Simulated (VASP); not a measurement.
# Al32O (a cell with a defect) in VASP: a series of runs

Al32O (a cell with a defect) is run at these levels: PBE+D3(BJ); tasks: single point.

Program: VASP 6.6.1. These are calculated values, not measurements. Logs are shortened: lines on timing, memory, paths and dates and some standing lists are left out, and cuts for length are marked.

## 1. The cell of the first run

The cell holds a defect, 33 atoms: a = 8.100 Å, b = 8.100 Å, c = 8.100 Å, α = 90.00°, β = 90.00°, γ = 90.00°.

## 2. Single point, PBE+D3(BJ)

File INCAR:

```
PREC     = Accurate       # precision mode
ENCUT    = 520            # plane-wave cutoff, eV
EDIFF    = 1E-6           # SCF threshold, eV
ISMEAR   = -1             # smearing method
SIGMA    = 0.15           # smearing width, eV
LREAL    = Auto         
LASPH    = True           # aspherical terms in the spheres
NELM     = 80             # most SCF steps
ALGO     = Normal         # electronic algorithm
ISIF     = 2              # what is computed and relaxed
LWAVE    = False          # write WAVECAR
LCHARG   = True           # write CHGCAR
GGA      = PE             # functional
IVDW     = 12             # dispersion correction
LELF     = True           # ELF
LVHAR    = True         
NBANDS   = 73             # bands
```

File KPOINTS:

```
Automatic mesh
0
Gamma
  2 2 2
```

File POSCAR:

```
Al32O
1.0
    8.1000000000      0.0000000000      0.0000000000
    0.0000000000      8.1000000000      0.0000000000
    0.0000000000      0.0000000000      8.1000000000
Al O
32 1
Direct
    0.5177901235     -0.0153209877      0.0171975309
    0.7947901235      0.2627283951      0.0050987654
    0.7343950617      0.0140123457      0.2614691358
   -0.0083827160     -0.0169629630     -0.0039259259
    0.2344320988      0.2247530864      0.0104320988
    0.4767530864      0.4694197531     -0.0244814815
    0.7502716049      0.7558271605     -0.0082345679
    0.2425925926     -0.0305432099      0.2587160494
    0.5069876543      0.2289259259      0.2335308642
    0.7345308642      0.5067037037      0.2312469136
    0.5347777778     -0.0342222222      0.5086172840
    0.7338024691      0.2697407407      0.4637901235
    0.7447283951      0.0405679012      0.7751481481
    0.0258148148      0.5183703704     -0.0253703704
    0.2671358025      0.7577407407      0.0099012346
    0.0006049383      0.2572839506      0.2563580247
    0.2574320988      0.5016543210      0.2323209877
    0.5166666667      0.7472345679      0.2350000000
   -0.0043086420      0.0620864198      0.5227407407
    0.2695679012      0.2478024691      0.4733703704
    0.5015432099      0.5145432099      0.5406913580
    0.7617160494      0.7476172840      0.5084320988
    0.2668148148      0.0120246914      0.7449876543
    0.4926172840      0.2481358025      0.7407160494
    0.7591604938      0.4786419753      0.7583333333
   -0.0227777778      0.7352716049      0.2387530864
   -0.0332469136      0.4700000000      0.5185185185
    0.2421728395      0.7479629630      0.4794197531
    0.0189259259      0.2505432099      0.7742345679
    0.2186296296      0.5015185185      0.7184814815
    0.4869506173      0.7543209877      0.7776049383
   -0.0224444444      0.7662098765      0.7645308642
    0.1243827160      0.8834074074      0.6230123457
```

Potentials or basis: VASP PAW PBE potentials, release 64 (Al, O).

On the command line:

```
$ cat potpaw_PBE.64/Al/POTCAR potpaw_PBE.64/O/POTCAR > POTCAR
$ mpirun -np 1 vasp_std > vasp.out
```

OUTCAR:

```text
PREC = Accurate
   ENCUT = 520
   EDIFF = 1E-6
   ISMEAR = -1
   LREAL = Auto
   LASPH = True
   NELM = 80
   ISIF = 2
   GGA = PE
   IVDW = 12
 IVDW          = 12

 ion  position               nearest neighbor table
   1  0.518  0.985  0.017-  18 2.61   9 2.64   7 2.65   3 2.66  31 2.70  13 2.73  15 2.74   8 2.97
                            23 3.01   5 3.01  24 3.10   2 3.18
   2  0.795  0.263  0.005-  29 2.61  13 2.62  16 2.63  25 2.67  10 2.74   4 2.77  14 2.80   3 2.93
                             9 2.99   6 3.08   1 3.18  24 3.25
   3  0.734  0.014  0.261-   9 2.54  11 2.60  12 2.64   1 2.66  18 2.80  16 2.92   2 2.93  22 2.95
                            26 3.00   4 3.00  19 3.02   7 3.03
   4  0.992  0.983  0.996-  32 2.57   7 2.69  13 2.72   2 2.77   5 2.78  26 2.81  29 2.82  15 2.89
                             8 2.94   3 3.00  23 3.03  16 3.06
   5  0.234  0.225  0.010-  29 2.60  16 2.76  23 2.77   4 2.78   6 2.80   9 2.85  17 2.88   8 2.89
                            14 2.93   1 3.01  24 3.03  30 3.26
   6  0.477  0.469  0.976-  24 2.62  17 2.75   5 2.80  31 2.81   9 2.87  25 2.89  15 2.90  10 2.96
                            30 2.96   2 3.08  18 3.10   7 3.21
   7  0.750  0.756  0.992-  32 2.60   1 2.65   4 2.69  26 2.72  18 2.73  31 2.75  10 2.80  13 2.90
                            25 2.94  14 2.95   3 3.03   6 3.21
   8  0.243  0.969  0.259-  28 2.53  15 2.65  20 2.86  18 2.86  26 2.87   5 2.89   4 2.94   1 2.97
                             9 3.01  19 3.02  16 3.05  11 3.11
   9  0.507  0.229  0.234-   3 2.54  12 2.64   1 2.64  20 2.74   5 2.85   6 2.87  10 2.91   2 2.99
[... 32 lines left out ...]
                            12 2.93   7 2.94  22 2.97  31 3.14
  26  0.977  0.735  0.239-  10 2.70   7 2.72  14 2.80  22 2.80   4 2.81   8 2.87  28 2.90  17 2.96
                            15 3.00   3 3.00  27 3.12
  27  0.967  0.470  0.519-  12 2.53  25 2.57  30 2.62  16 2.75  29 2.76  22 2.80  10 3.01  20 3.06
                            32 3.12  26 3.12  28 3.19  19 3.31  17 3.31
  28  0.242  0.748  0.479-  33 1.86   8 2.53  30 2.79  17 2.83  21 2.87  26 2.90  11 2.96  18 2.98
                            23 3.04  31 3.13  32 3.15  27 3.19  19 3.25
  29  0.019  0.251  0.774-  19 2.55   5 2.60   2 2.61  30 2.64  14 2.71  27 2.76  23 2.80  13 2.80
                            25 2.80   4 2.82  20 3.17
  30  0.219  0.502  0.718-  14 2.60  27 2.62  29 2.64  21 2.71  28 2.79  20 2.89  32 2.92   6 2.96
                            31 3.02  24 3.03  15 3.17   5 3.26
  31  0.487  0.754  0.778-  15 2.59   1 2.70  21 2.73   7 2.75  23 2.76  11 2.80   6 2.81  30 3.02
                            22 3.12  13 3.12  28 3.13  25 3.14
  32  0.978  0.766  0.765-  33 1.91   4 2.57   7 2.60  14 2.66  22 2.72  13 2.92  30 2.92  25 2.93
                            15 3.08  23 3.08  19 3.10  27 3.12  28 3.15
  33  0.124  0.883  0.623-  23 1.84  28 1.86  32 1.91  19 1.96

  LATTYP: Found a simple cubic cell.
 ALAT       =     8.1000000000

  Lattice vectors:

 A1 = (   8.1000000000,   0.0000000000,   0.0000000000)
[... 186 lines left out ...]
   NUPDOWN=      -1.0000    fix difference up-down
   EMIN   =  10.00;   EMAX   =-10.00  energy-range for DOS
   EFERMI =   0.00;   METHOD = LEGACY
   ISMEAR =    -1;   SIGMA  =   0.15  broadening in eV -4-tet -1-fermi 0-gaus
   EFERMI_NEDOS =   21; number of points for ismear=-14 and -15
   IALGO  =     38    algorithm
   IMIX   =      4    mixing-type and parameters
     AMIX     =   0.40;   BMIX     =  1.00
     AMIX_MAG =   1.60;   BMIX_MAG =  1.00
  volume/ion in A,a.u.               =      16.10       108.68
  Fermi-wavevector in a.u.,A,eV,Ry     =   0.944329  1.784523 12.133087  0.891757
  Thomas-Fermi vector in A             =   2.072123
   LORBIT       =      0    0 simple, 1 ext, 2 COOP (PROOUT), +10 PAW based schemes
   GGA     = PE    functional components
   LHFCALC =     F    Hartree Fock is set to
   AEXX    =    0.0000 exact exchange contribution
   IVDW    =    12    specifies the selected vdW correction
   LEPSILON=     F    determine dielectric tensor
   LRPA    =     F    only Hartree local field effects (RPA)
 non-spin polarized calculation
  energy-cutoff  :      520.00
  volume of cell :      531.44
 maximum number of plane-waves:     14400
   NGX = 31   NGY = 31   NGZ = 31

 number of electron     101.9999994 magnetization

 Free energy of the ion-electron system (eV)
  ---------------------------------------------------
  ext. energy  EPLUGINS =         0.00000000
  ---------------------------------------------------
  free energy    TOTEN  =      -125.48239781 eV

  energy without entropy =     -124.54267559  energy(sigma->0) =     -125.01253670

 E-fermi :   7.8175     XC(G=0): -10.2171

 val. band max:        7.8152272969   @ k =   0.5000   0.0000   0.0000
 cond. band min:       7.8868210681   @ k =   0.5000   0.0000   0.5000
 fundamental gap:      0.0715937712
 Fermi energy:         7.8175262299

 k-point     1 :       0.0000    0.0000    0.0000
  band No.  band energies     occupation
      1     -13.4970      2.00000
      2      -3.0281      2.00000
      3      -1.4044      2.00000
      4      -1.2850      2.00000
      5      -1.1544      2.00000
      6      -1.0491      2.00000
[... 517 lines left out ...]
     62      10.9859      0.00000
     63      10.9967      0.00000
 [bands above 63 left out]

------------------------ aborting loop because EDIFF is reached ----------------------------------------

 Edisp (eV)  -10.92327

 E8    (eV) :    -4.8648

  FORCE on cell =-STRESS in cart. coord.  units (eV):
  Direction    XX          YY          ZZ          XY          YZ          ZX
  --------------------------------------------------------------------------------------
  -------------------------------------------------------------------------------------
  Total       1.96563     2.03271     5.16418     0.15748     2.26917    -0.19907
  in kB       5.92593     6.12819    15.56887     0.47478     6.84105    -0.60016
  external pressure =        9.21 kB  Pullay stress =        0.00 kB

 VOLUME and BASIS-vectors are now :
 -----------------------------------------------------------------------------
  energy-cutoff  :      520.00
  volume of cell :      531.44
      direct lattice vectors                 reciprocal lattice vectors
     8.100000000  0.000000000  0.000000000     0.123456790  0.000000000  0.000000000
     0.000000000  8.100000000  0.000000000     0.000000000  0.123456790  0.000000000
     0.000000000  0.000000000  8.100000000     0.000000000  0.000000000  0.123456790

 POSITION                                       TOTAL-FORCE (eV/Angst)
 -----------------------------------------------------------------------------------
      4.19410      7.97590      0.13930        -0.453948      0.867446     -0.504582
      6.43780      2.12810      0.04130        -0.918822      0.044826      0.583261
      5.94860      0.11350      2.11790         1.514585     -0.894833     -0.440292
      8.03210      7.96260      8.06820         0.414258      0.522066      1.089973
      1.89890      1.82050      0.08450         0.565174      0.234024      0.385144
      3.86170      3.80230      7.90170         0.369655      0.354580      0.340968
[... 25 lines left out ...]
      7.91820      6.20630      6.19270         0.260426     -0.459586     -0.751425
      1.00750      7.15560      5.04640        -0.562199     -0.101115     -0.131991
 -----------------------------------------------------------------------------------
    total drift:                                0.008090      0.020358      0.009028

  FREE ENERGIE OF THE ION-ELECTRON SYSTEM (eV)
  ---------------------------------------------------
  free  energy   TOTEN  =      -136.4056672178 eV

  energy  without entropy=     -135.4659449989  energy(sigma->0) =     -135.93580611
```

OSZICAR:

```text
N       E                     dE             d eps       ncg     rms          rms(c)
DAV:   1     0.185386658404E+03    0.18539E+03   -0.36731E+04  1168   0.113E+03
DAV:   2    -0.104229857576E+03   -0.28962E+03   -0.27315E+03  1394   0.158E+02
DAV:   3    -0.127836170409E+03   -0.23606E+02   -0.22980E+02  1430   0.389E+01
DAV:   4    -0.128281138308E+03   -0.44497E+00   -0.44301E+00  1416   0.585E+00
DAV:   5    -0.128286743410E+03   -0.56051E-02   -0.56026E-02  1416   0.766E-01    0.110E+01
DAV:   6    -0.125626899870E+03    0.26598E+01   -0.86344E+00  1424   0.111E+01    0.497E+00
DAV:   7    -0.125626925204E+03   -0.25334E-04   -0.28230E+00  1296   0.429E+00    0.322E+00
DAV:   8    -0.125510466424E+03    0.11646E+00   -0.53016E-01  1640   0.315E+00    0.137E+00
DAV:   9    -0.125504619727E+03    0.58467E-02   -0.27582E-01  1312   0.143E+00    0.111E+00
DAV:  10    -0.125478670307E+03    0.25949E-01   -0.14433E-01  1544   0.147E+00    0.410E-01
DAV:  11    -0.125482228165E+03   -0.35579E-02   -0.38071E-02  1336   0.697E-01    0.176E-01
DAV:  12    -0.125482937724E+03   -0.70956E-03   -0.77276E-03  1312   0.242E-01    0.166E-01
DAV:  13    -0.125482311739E+03    0.62598E-03   -0.15858E-03  1656   0.178E-01    0.407E-02
DAV:  14    -0.125482450565E+03   -0.13883E-03   -0.18723E-03  1336   0.122E-01    0.531E-02
DAV:  15    -0.125482414447E+03    0.36118E-04   -0.60679E-05  1392   0.363E-02    0.396E-02
DAV:  16    -0.125482395417E+03    0.19030E-04   -0.21585E-04  1304   0.475E-02    0.377E-03
DAV:  17    -0.125482397779E+03   -0.23629E-05   -0.22871E-05  1288   0.167E-02    0.210E-03
DAV:  18    -0.125482397807E+03   -0.27703E-07   -0.48941E-07   688   0.211E-03
   1 F= -.13640567E+03 E0= -.13593581E+03  d E =-.939722E+00
```

stdout:

```text
POSCAR found type information on POSCAR AlO
 POSCAR found :  2 types and      33 ions
 scaLAPACK will be used
 LDA part: xc-table for (Slater+PW92), standard interpolation
 POSCAR, INCAR and KPOINTS ok, starting setup
 FFT: planning ... GRIDC
 FFT: planning ... GRID_SOFT
 FFT: planning ... GRID
 WAVECAR not read
 entering main loop
```

It took 8 min on 1 thread of Intel Xeon Platinum 8259CL at 2.50GHz (Skylake/Cascade Lake), shared host; peak memory 0.56 GiB.

What came out:

```yaml
Free_energy: -136.4057 eV
Pressure: 0.9 GPa
Largest_force: 1.813 eV/Å
Band_gap_on_the_k_mesh: zero (bands 51 and 52 overlap by 0.63 eV)
Dispersion_energy_per_atom: -0.331 eV
```

Forces on the atoms (eV/Å):
```
Al  -0.454  0.867 -0.505
Al  -0.919  0.045  0.583
Al   1.515 -0.895 -0.440
Al   0.414  0.522  1.090
Al   0.565  0.234  0.385
Al   0.370  0.355  0.341
Al  -0.366 -0.504  0.232
Al   0.032  1.172 -0.639
Al  -0.771  0.867 -0.109
Al   0.006 -0.300  0.047
Al  -1.160  0.702  0.349
Al  -0.829 -0.316  0.960
Al   0.095 -0.675 -0.831
Al  -0.372 -0.365  1.065
Al  -0.687 -0.164 -0.312
Al   0.374  0.113 -0.472
Al  -0.144 -0.444  0.305
Al  -0.210 -0.345  0.604
Al  -0.414 -0.909 -0.566
Al   0.154  0.286  0.167
Al   0.086  0.018 -0.867
Al   0.013 -0.307 -0.145
Al   0.445  0.039  0.598
Al   0.177  0.009 -0.096
Al  -0.759  0.394  0.243
Al   0.457  0.252  0.313
Al   0.941  0.820 -0.818
Al   0.247 -0.901  0.130
Al  -0.213  0.145 -0.266
Al   1.039  0.102  0.202
Al   0.670 -0.258 -0.667
Al   0.260 -0.460 -0.751
O   -0.562 -0.101 -0.132
```

Caveat: the k points lie up to 0.39 Å⁻¹ apart, too coarse for converged energies and pressures of a metal.

(Continued in part 2 of 2.)

The gap in the log of VASP goes by the Fermi energy; the results here count the filled bands.